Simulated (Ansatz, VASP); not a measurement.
## One calculation of ZrS, two programs

```
Zr S
1.0
     0.00000    2.56714    2.56714
     2.56714    0.00000    2.56714
     2.56714    2.56714    0.00000
Zr S
1 1
Direct
  0.00000 0.00000 0.00000
  0.50000 0.50000 0.50000
```

Alike in both runs: functional LDA; k mesh 14 × 14 × 14; occupations gaussian, width 0.1 eV; no spin polarisation.

Ansatz relaxed the structure, and its values are those at the end. VASP's run is a single point on that final structure, the one shown.

```csv
,VASP,Ansatz
version,VASP 6.6.1,Ansatz 0.2.0
potentials or method,"VASP PAW LDA potentials, release 64 (Zr_sv, S), cutoff 520 eV","scalar-relativistic, plane waves, PAW"
valence electrons in the cell,18,18
```

VASP gave:

| Item | Value |
| --- | --- |
| gap on the k mesh at the Fermi level (eV) | none |
| pressure (GPa) | 0.2 |

Question: Which values does Ansatz return?

Answer: gap on the k mesh at the Fermi level (eV): none; pressure (GPa): 0.0.

Ansatz warns that its potentials were made for another functional, while VASP's fit it. LDA's correlation is that of Perdew and Zunger in VASP and of Perdew and Wang (1992) in Ansatz. A gap of «none» marks a metal or a gap that the smearing closes.
